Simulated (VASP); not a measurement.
# LiCl (Fm-3m) in VASP: further runs

LiCl is run at these levels: r2SCAN; tasks: single point.

Program: VASP 6.6.1. These are calculated values, not measurements. Logs are shortened: lines on timing, memory, paths and dates and some standing lists are left out, and cuts for length are marked.

## 1. The cell of the first run

It takes space group Fm-3m (No. 225, cubic). Conventional cell: a = 5.098 Å, b = 5.098 Å, c = 5.098 Å, α = 90.00°, β = 90.00°, γ = 90.00°. Li (site symmetry m-3m) has 6 Cl at 2.55 Å within 3.4 Å. Within 3.4 Å of Cl (site symmetry m-3m) lie 6 Li at 2.55 Å.

## 2. Single point, r2SCAN

The input, POSCAR:

```
LiCl
1.0
    0.0000000000      2.5491910000      2.5491910000
    2.5491910000      0.0000000000      2.5491910000
    2.5491910000      2.5491910000      0.0000000000
Li Cl
1 1
Direct
    0.0000000000      0.0000000000      0.0000000000
    0.5000000000      0.5000000000      0.5000000000
```

The input, INCAR.step1:

```
PREC = Accurate
ENCUT = 520
ISMEAR = 1
SIGMA = 0.2205
LREAL = F
LASPH = T
NELM = 60
NBANDS = 12
GGA = PE
ALGO = Normal
EDIFF = 1E-4
LWAVE = T
LCHARG = F
```

The input, INCAR.step2:

```
PREC = Accurate
ENCUT = 520
EDIFF = 1E-6
ISMEAR = 1
SIGMA = 0.2205
LREAL = F
LASPH = T
NELM = 60
ALGO = Normal
ISIF = 2
LWAVE = F
LCHARG = T
METAGGA = R2SCAN
LMIXTAU = T
LELF = T
LVHAR = T
NBANDS = 12
ISTART = 1
```

The input, KPOINTS:

```
regular mesh
0
Gamma
  6 6 6
```

Potentials or basis: VASP PAW PBE potentials, release 64 (Li_sv, Cl).

Launch:

```bash
$ cat potpaw_PBE.64/Li_sv/POTCAR potpaw_PBE.64/Cl/POTCAR > POTCAR
$ cp INCAR.step1 INCAR
$ mpirun -np 1 vasp_std > vasp.out
$ cp INCAR.step2 INCAR
$ mpirun -np 1 vasp_std > vasp.out
```

OUTCAR:

```text
PREC = Accurate
   ENCUT = 520
   EDIFF = 1E-6
   ISMEAR = 1
   LREAL = F
   LASPH = T
   NELM = 60
   ISIF = 2
   METAGGA = R2SCAN
   ISTART = 1

 ion  position               nearest neighbor table
   1  0.000  0.000  0.000-   2 2.55   2 2.55   2 2.55   2 2.55   2 2.55   2 2.55
   2  0.500  0.500  0.500-   1 2.55   1 2.55   1 2.55   1 2.55   1 2.55   1 2.55

  LATTYP: Found a face centered cubic cell.
 ALAT       =     5.0983820000

  Lattice vectors:

 A1 = (   0.0000000000,   2.5491910000,   2.5491910000)
 A2 = (   2.5491910000,   0.0000000000,   2.5491910000)
 A3 = (   2.5491910000,   2.5491910000,   0.0000000000)

Analysis of symmetry for initial positions (statically):
=====================================================================
 Subroutine PRICEL returns:
 Original cell was already a primitive cell.

 Routine SETGRP: Setting up the symmetry group for a
 face centered cubic supercell.

 Subroutine GETGRP returns: Found 48 space group operations
 (whereof 48 operations were pure point group operations)
 out of a pool of 48 trial point group operations.

The static configuration has the point symmetry O_h .

Analysis of symmetry for dynamics (positions and initial velocities):
=====================================================================
 Subroutine PRICEL returns:
 Original cell was already a primitive cell.

 Routine SETGRP: Setting up the symmetry group for a
 face centered cubic supercell.

 Subroutine GETGRP returns: Found 48 space group operations
 (whereof 48 operations were pure point group operations)
 out of a pool of 48 trial point group operations.

The dynamic configuration has the point symmetry O_h .

 Subroutine INISYM returns: Found 48 space group operations
 (whereof 48 operations are pure point group operations),
 and found     1 'primitive' translations

----------------------------------------------------------------------------------------

                                     Primitive cell

  volume of cell :      33.1312

  direct lattice vectors                    reciprocal lattice vectors
     0.000000000  2.549191000  2.549191000    -0.196140658  0.196140658  0.196140658
     2.549191000  0.000000000  2.549191000     0.196140658 -0.196140658  0.196140658
     2.549191000  2.549191000  0.000000000     0.196140658  0.196140658 -0.196140658

  length of vectors
     3.605100485  3.605100485  3.605100485     0.339725585  0.339725585  0.339725585

  position of ions in fractional coordinates (direct lattice)
     0.000000000  0.000000000  0.000000000
     0.500000000  0.500000000  0.500000000

  ion indices of the primitive-cell ions
   primitive index   ion index
                 1           1
                 2           2

----------------------------------------------------------------------------------------

 KPOINTS: regular mesh

Automatic generation of k-mesh.
 Grid dimensions read from file:
 generate k-points for:    6    6    6

 Generating k-lattice:

  Cartesian coordinates                     Fractional coordinates (reciprocal lattice)
    -0.032690110  0.032690110  0.032690110     0.166666667  0.000000000  0.000000000
     0.032690110 -0.032690110  0.032690110     0.000000000  0.166666667  0.000000000
     0.032690110  0.032690110 -0.032690110     0.000000000  0.000000000  0.166666667

  Length of vectors
     0.056620931  0.056620931  0.056620931

  Shift w.r.t. Gamma in fractional coordinates (k-lattice)
     0.000000000  0.000000000  0.000000000

 Subroutine IBZKPT returns following result:
 ===========================================

 Found     16 irreducible k-points:

 Following reciprocal coordinates:
            Coordinates               Weight
  0.000000  0.000000  0.000000      1.000000
  0.166667  0.000000  0.000000      8.000000
  0.333333  0.000000  0.000000      8.000000
  0.500000  0.000000  0.000000      4.000000
  0.166667  0.166667  0.000000      6.000000
  0.333333  0.166667  0.000000     24.000000
[... 8 lines left out ...]
 -0.333333  0.333333  0.166667     24.000000
 -0.333333  0.500000  0.166667     12.000000
   k-points           NKPTS =     16   k-points in BZ     NKDIM =     16   number of bands    NBANDS=     12
   number of dos      NEDOS =    301   number of ions     NIONS =      2
   total plane-waves  NPLWV =  21952
   dimension x,y,z NGX =    28 NGY =   28 NGZ =   28
   dimension x,y,z NGXF=    56 NGYF=   56 NGZF=   56
   ions per type =               1   1
   NGX,Y,Z   is equivalent  to a cutoff of  12.91, 12.91, 12.91 a.u.
   NGXF,Y,Z  is equivalent  to a cutoff of  25.82, 25.82, 25.82 a.u.
 SYSTEM =  unknown system
   PREC   = accura    normal or accurate (medium, high low for compatibility)
   ISTART =      1    job   : 0-new  1-cont  2-samecut
   ICHARG =      0    charge: 1-file 2-atom 10-const
   ISPIN  =      1    spin polarized calculation?
   LNONCOLLINEAR =      F non collinear calculations
   LSORBIT =      F    spin-orbit coupling
   LASPH  =      T    aspherical Exc in radial PAW
   ENCUT  =  520.0 eV  38.22 Ry    6.18 a.u.   6.70  6.70  6.70*2*pi/ulx,y,z
   NELM   =     60;   NELMIN=  2; NELMDL=  0     # of ELM steps
   EDIFF  = 0.1E-05   stopping-criterion for ELM
   LREAL  =      F    real-space projection
   EDIFFG = 0.1E-04   stopping-criterion for IOM
   NSW    =      0    number of steps for IOM
   IBRION =     -1    ionic relax: 0-MD 1-quasi-New 2-CG
   NFREE  =      0    steps in history (QN), initial steepest desc. (CG)
   ISIF   =      2    stress and relaxation
   ISYM   =      2    0-nonsym 1-usesym 2-fastsym
   POTIM  = 0.5000    time-step for ionic-motion
   TEBEG  =    0.0;   TEEND  =   0.0 temperature during run
   PSTRESS=    0.0 pullay stress
   NELECT =      10.0000    total number of electrons
   NUPDOWN=      -1.0000    fix difference up-down
   EMIN   =  10.00;   EMAX   =-10.00  energy-range for DOS
   EFERMI =   0.00;   METHOD = LEGACY
   ISMEAR =     1;   SIGMA  =   0.22  broadening in eV -4-tet -1-fermi 0-gaus
   EFERMI_NEDOS =   21; number of points for ismear=-14 and -15
   IALGO  =     38    algorithm
   IMIX   =      4    mixing-type and parameters
     AMIX     =   0.40;   BMIX     =  1.00
     AMIX_MAG =   1.60;   BMIX_MAG =  1.00
  volume/ion in A,a.u.               =      16.57       111.79
  Fermi-wavevector in a.u.,A,eV,Ry     =   1.098152  2.075206 16.407780  1.205938
  Thomas-Fermi vector in A             =   2.234525
   LORBIT       =      0    0 simple, 1 ext, 2 COOP (PROOUT), +10 PAW based schemes
   METAGGA = R2SCAN    functional components
   LHFCALC =     F    Hartree Fock is set to
   AEXX    =    0.0000 exact exchange contribution
   IVDW    =     0    specifies the selected vdW correction
   LEPSILON=     F    determine dielectric tensor
   LRPA    =     F    only Hartree local field effects (RPA)
 non-spin polarized calculation
 Methfessel and Paxton  Order N= 1 SIGMA  =   0.22
  energy-cutoff  :      520.00
  volume of cell :       33.13
 maximum number of plane-waves:       911
   NGX = 13   NGY = 13   NGZ = 13

 number of electron      10.0000001 magnetization

 Free energy of the ion-electron system (eV)
  ---------------------------------------------------
  ext. energy  EPLUGINS =         0.00000000
  ---------------------------------------------------
  free energy    TOTEN  =       -12.58594878 eV

  energy without entropy =      -12.59078648  energy(sigma->0) =      -12.58756135

 E-fermi :   0.4225     XC(G=0):  -9.2487

 val. band max:        0.3278025731   @ k =   0.0000   0.0000   0.0000
 cond. band min:       7.7404792133   @ k =   0.0000   0.0000   0.0000
 fundamental gap:      7.4126766402
 Fermi energy:         0.4225205152

 k-point     1 :       0.0000    0.0000    0.0000
  band No.  band energies     occupation
      1     -44.4574      2.00000
      2     -13.7224      2.00000
      3       0.3278      1.65803
      4       0.3278      1.65803
      5       0.3278      1.65799
      6       7.7405      0.00000
      7      13.0047      0.00000
      8      13.0047      0.00000
      9      13.0047      0.00000
     10      15.7560      0.00000
     11      15.7560      0.00000
     12      16.3036      0.00000

 k-point     2 :       0.1667    0.0000    0.0000
  band No.  band energies     occupation
      1     -44.4567      2.00000
      2     -13.5835      2.00000
      3      -0.5470      2.00000
      4       0.2515      1.96698
      5       0.2515      1.96698
      6       8.3944      0.00000
      7      12.0772      0.00000
      8      12.7011      0.00000
      9      12.7014      0.00000
     10      14.3897      0.00000
     11      14.3898      0.00000
     12      16.9108      0.00000

 k-point     3 :       0.3333    0.0000    0.0000
  band No.  band energies     occupation
      1     -44.4552      2.00000
      2     -13.2809      2.00000
      3      -1.9659      2.00000
      4       0.1109      2.06256
      5       0.1109      2.06256
      6       8.2476      0.00000
      7      11.2132      0.00000
      8      11.2136      0.00000
      9      13.2187      0.00000
     10      16.3264      0.00000
     11      16.3264      0.00000
     12      17.7296      0.00000
[... 166 lines left out ...]
 k-point    15 :      -0.3333    0.3333    0.1667
  band No.  band energies     occupation
      1     -44.4538      2.00000
      2     -12.9265      2.00000
      3      -2.1334      2.00000
      4      -1.4799      2.00000
      5      -0.4965      2.00000
      6      10.1142      0.00000
      7      10.5841      0.00000
      8      12.2486      0.00000
      9      12.5029      0.00000
     10      16.6383      0.00000
     11      17.7275      0.00000
     12      19.8568      0.00000

 k-point    16 :      -0.3333    0.5000    0.1667
  band No.  band energies     occupation
      1     -44.4536      2.00000
      2     -12.8575      2.00000
      3      -2.3117      2.00000
      4      -1.4024      2.00000
      5      -0.7886      2.00000
      6      10.0179      0.00000
      7      10.4601      0.00000
      8      12.7391      0.00000
      9      12.8203      0.00000
     10      16.6917      0.00000
     11      18.8197      0.00000
     12      19.9589      0.00000

------------------------ aborting loop because EDIFF is reached ----------------------------------------

  FORCE on cell =-STRESS in cart. coord.  units (eV):
  Direction    XX          YY          ZZ          XY          YZ          ZX
  --------------------------------------------------------------------------------------
  -------------------------------------------------------------------------------------
  Total       -0.0371087     -0.0371087     -0.0371087      0.0000000      0.0000000     -0.0000000
  in kB       -1.7945217     -1.7945217     -1.7945217      0.0000000      0.0000000     -0.0000000
  external PRESSURE =      -1.7945217 kB  Pullay stress =       0.0000000 kB

 VOLUME and BASIS-vectors are now :
 -----------------------------------------------------------------------------
  energy-cutoff  :      520.00
  volume of cell :       33.13
      direct lattice vectors                 reciprocal lattice vectors
     0.000000000  2.549191000  2.549191000    -0.196140658  0.196140658  0.196140658
     2.549191000  0.000000000  2.549191000     0.196140658 -0.196140658  0.196140658
     2.549191000  2.549191000  0.000000000     0.196140658  0.196140658 -0.196140658

 POSITION                                       TOTAL-FORCE (eV/Angst)
 -----------------------------------------------------------------------------------
      0.00000      0.00000      0.00000         0.000000      0.000000      0.000000
      2.54919      2.54919      2.54919        -0.000000     -0.000000     -0.000000
 -----------------------------------------------------------------------------------
    total drift:                                0.000000      0.000000      0.000000

  FREE ENERGIE OF THE ION-ELECTRON SYSTEM (eV)
  ---------------------------------------------------
  free  energy   TOTEN  =       -12.5859487780 eV

  energy  without entropy=      -12.5907864814  energy(sigma->0) =      -12.58756135
```

It took 82 s on 1 thread of AMD EPYC 7R13, shared host; peak memory 0.12 GiB.

What came out:

* Free energy: -12.5859 eV
* Band gap on the k mesh: 7.41 eV, direct

Caveat: the cutoff is under 1.25 times the usual one of these potentials, so pressure, stress and relaxed cells hold a basis-set (Pulay) error; the PAW data sets were made with another functional, which shifts forces and pressure a little. A k mesh can miss the band edges.

## 3. Single point, r2SCAN

POSCAR is that of step 2.

The input, INCAR.step1:

```
SYSTEM = LiCl
ALGO     = Normal         ! electronic algorithm
EDIFF    = 1E-4           ! SCF threshold, eV
ENCUT    = 520            ! plane-wave cutoff, eV
GGA      = PE             ! functional
ISMEAR   = 1              ! smearing method
LASPH    = .TRUE.         ! aspherical terms in the spheres
LCHARG   = .FALSE.        ! write CHGCAR
LREAL    = .FALSE.        ! projectors in reciprocal space
LWAVE    = .TRUE.         ! write WAVECAR
NBANDS   = 12             ! bands
NELM     = 100            ! most SCF steps
PREC     = Accurate       ! precision mode
SIGMA    = 0.2205         ! smearing width, eV
```

The input, INCAR.step2:

```
SYSTEM = LiCl
ALGO     = Normal         ! electronic algorithm
EDIFF    = 1E-6           ! SCF threshold, eV
ENCUT    = 520            ! plane-wave cutoff, eV
ISIF     = 2              ! what is computed and relaxed
ISMEAR   = 1              ! smearing method
ISTART   = 1            
LASPH    = .TRUE.         ! aspherical terms in the spheres
LCHARG   = .FALSE.        ! write CHGCAR
LMIXTAU  = .TRUE.       
LREAL    = .FALSE.        ! projectors in reciprocal space
LWAVE    = .FALSE.        ! write WAVECAR
METAGGA  = R2SCAN         ! meta-GGA
NBANDS   = 12             ! bands
NELM     = 100            ! most SCF steps
PREC     = Accurate       ! precision mode
SIGMA    = 0.2205         ! smearing width, eV
```

The input, KPOINTS:

```
k-points
0
G
  6 6 6
  0 0 0
```

Potentials or basis: VASP PAW PBE potentials, release 64 (Li_sv, Cl).

Launch:

```bash
$ cat potpaw_PBE.64/Li_sv/POTCAR potpaw_PBE.64/Cl/POTCAR > POTCAR
$ cp INCAR.step1 INCAR
$ mpirun -np 1 vasp_std > vasp.out
$ cp INCAR.step2 INCAR
$ mpirun -np 1 vasp_std > vasp.out
```

It took 81 s on 1 thread of AMD EPYC 7R13, shared host; peak memory 0.12 GiB.

The run converged. Its results:

```yaml
Free_energy: -12.5859 eV
Band_gap_on_the_k_mesh: 7.41 eV, direct
```

Levels at points of the mesh, in eV from the valence-band top:
| k point | band 1 | band 2 | band 3 | band 4 | band 5 | band 6 | band 7 | band 8 | band 9 | band 10 |
| --- | --- | --- | --- | --- | --- | --- | --- | --- | --- | --- |
| (0.00, 0.00, 0.00) | -44.79 | -14.05 | 0.00 | 0.00 | 0.00 | 7.41 | 12.68 | 12.68 | 12.68 | 15.43 |
| (0.50, 0.00, 0.00) | -44.78 | -13.44 | -2.92 | -0.28 | -0.28 | 7.56 | 10.32 | 10.32 | 14.41 | 18.11 |
| (0.50, 0.50, 0.00) | -44.78 | -13.18 | -3.02 | -1.16 | -1.16 | 8.81 | 8.90 | 13.74 | 15.57 | 15.57 |

Caveat: the cutoff is under 1.25 times the usual one of these potentials, so pressure, stress and relaxed cells hold a basis-set (Pulay) error; the PAW data sets were made with another functional, which shifts forces and pressure a little. r2SCAN opens gaps a little over a GGA but as a rule still falls short of measured ones.

## 4. Single point, r2SCAN

POSCAR is that of step 3.

The input, INCAR.step1:

```
SYSTEM = LiCl
  ALGO = Normal
  EDIFF = 1E-4
  ENCUT = 520
  GGA = PE
  ISMEAR = -5
  LASPH = .TRUE.
  LCHARG = .FALSE.
  LREAL = .FALSE.
  LWAVE = .TRUE.
  NBANDS = 12
  NELM = 80
  PREC = Accurate
  SIGMA = 0.1
```

The input, INCAR.step2:

```
SYSTEM = LiCl
  ALGO = Normal
  EDIFF = 1E-6
  ENCUT = 520
  ISIF = 2
  ISMEAR = -5
  ISTART = 1
  LASPH = .TRUE.
  LCHARG = .TRUE.
  LELF = .TRUE.
  LMIXTAU = .TRUE.
  LREAL = .FALSE.
  LVHAR = .TRUE.
  LWAVE = .FALSE.
  METAGGA = R2SCAN
  NBANDS = 12
  NELM = 80
  PREC = Accurate
  SIGMA = 0.1
```

KPOINTS is that of step 3.

Launch:

```bash
$ cat potpaw_PBE.64/Li_sv/POTCAR potpaw_PBE.64/Cl/POTCAR > POTCAR
$ cp INCAR.step1 INCAR
$ mpirun -np 1 vasp_std > vasp.out
$ cp INCAR.step2 INCAR
$ mpirun -np 1 vasp_std > vasp.out
```

Run time: 80 s. Hardware: 1 thread of AMD EPYC 7R13, shared host; peak memory 0.12 GiB.

The run converged. Its results:

```yaml
Free_energy: -12.5884 eV
Band_gap_on_the_k_mesh: 7.41 eV, direct
```

Levels at points of the mesh, in eV from the valence-band top:
| k point | band 3 | band 4 | band 5 | band 6 | band 7 | band 8 |
| --- | --- | --- | --- | --- | --- | --- |
| (0.00, 0.00, 0.00) | 0.00 | 0.00 | 0.00 | 7.41 | 12.68 | 12.68 |
| (0.50, 0.00, 0.00) | -2.92 | -0.28 | -0.28 | 7.56 | 10.32 | 10.32 |
| (0.50, 0.50, 0.00) | -3.02 | -1.16 | -1.16 | 8.81 | 8.90 | 13.74 |

Caveat: the cutoff is under 1.25 times the usual one of these potentials, so pressure, stress and relaxed cells hold a basis-set (Pulay) error; the PAW data sets were made with another functional, which shifts forces and pressure a little. A k mesh can miss the band edges.

## 5. Single point, r2SCAN

POSCAR is that of step 4.

The input, INCAR.step1:

```
ALGO = Normal
EDIFF = 1E-4
ENCUT = 520
GGA = PE
ISMEAR = 1
LASPH = T
LCHARG = F
LREAL = F
LWAVE = T
NBANDS = 12
NELM = 100
PREC = Accurate
SIGMA = 0.2205
```

The input, INCAR.step2:

```
ALGO = Normal
EDIFF = 1E-6
ENCUT = 520
ISIF = 2
ISMEAR = 1
ISTART = 1
LASPH = T
LCHARG = T
LELF = T
LMIXTAU = T
LREAL = F
LVHAR = T
LWAVE = F
METAGGA = R2SCAN
NBANDS = 12
NELM = 100
PREC = Accurate
SIGMA = 0.2205
```

The input, KPOINTS:

```
k-points
0
Gamma
  9 9 9
```

Launch:

```bash
$ cat potpaw_PBE.64/Li_sv/POTCAR potpaw_PBE.64/Cl/POTCAR > POTCAR
$ cp INCAR.step1 INCAR
$ mpirun -np 1 vasp_std > vasp.out
$ cp INCAR.step2 INCAR
$ mpirun -np 1 vasp_std > vasp.out
```

It took 28 s on 1 thread of Intel Xeon 6975P-C (Granite Rapids), shared host; peak memory 0.16 GiB.

Results (log left out):

- Free energy: -12.5865 eV
- Band gap on the k mesh: 7.41 eV, direct

Levels at points of the mesh, in eV from the valence-band top:
| k point | band 1 | band 2 | band 3 | band 4 | band 5 | band 6 | band 7 | band 8 | band 9 | band 10 |
| --- | --- | --- | --- | --- | --- | --- | --- | --- | --- | --- |
| (0.00, 0.00, 0.00) | -44.78 | -14.05 | 0.00 | 0.00 | 0.00 | 7.41 | 12.68 | 12.68 | 12.68 | 15.43 |

Caveat: the cutoff is under 1.25 times the usual one of these potentials, so pressure, stress and relaxed cells hold a basis-set (Pulay) error; the PAW data sets were made with another functional, which shifts forces and pressure a little.

## 6. The runs side by side

```csv
k mesh,smearing,gap on the mesh (eV)
6 × 6 × 6,methfessel-paxton 0.2205 eV,7.41
6 × 6 × 6,tetrahedron,7.41
9 × 9 × 9,methfessel-paxton 0.2205 eV,7.41
```

Alike in all rows: task single point; level r2SCAN; potentials or basis VASP PAW PBE potentials, release 64 (Li_sv, Cl); no spin polarisation; cell as given; cutoff (eV) 520.

On the cell as given the gap runs from 7.41 eV (r2SCAN) to 7.41 eV (r2SCAN); the meshes differ, which moves gaps too.

Caveats: the cutoff is under 1.25 times the usual one of these potentials, so pressure, stress and relaxed cells hold a basis-set (Pulay) error; the PAW data sets were made with another functional, which shifts forces and pressure a little.

Total energies depend on the potentials used, so only differences within one code and one set of settings carry meaning.
